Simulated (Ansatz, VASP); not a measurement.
One calculation of Co, two programs

```
CELL_PARAMETERS angstrom
0.00000 2.46263 2.46263
2.46263 0.00000 2.46263
2.46263 2.46263 0.00000
ATOMIC_POSITIONS crystal
Co 0.12500 0.12500 0.12500
Co 0.87500 0.87500 0.87500
```

Alike in both runs: functional PBE; k mesh 11 × 11 × 11; occupations fermi-dirac, width 0.1 eV; no spin polarisation.

Ansatz relaxed the structure, and its values are those at the end. VASP's run is a single point on that final structure, the one shown.

|  | VASP | Ansatz |
| --- | --- | --- |
| version | VASP 6.6.1 | Ansatz 0.2.0 |
| potentials or method | VASP PAW PBE potentials, release 64 (Co_sv), cutoff 600 eV | plane waves (420 eV) with PAW, scalar-relativistic |
| valence electrons in the cell | 34 | 34 |

|  | VASP | Ansatz | Ansatz less VASP |
| --- | --- | --- | --- |
| pressure (GPa) | -2.5 | 0.0 | +2.55 |

The functional is the same, so the differences come from potentials, cutoffs and numerics.
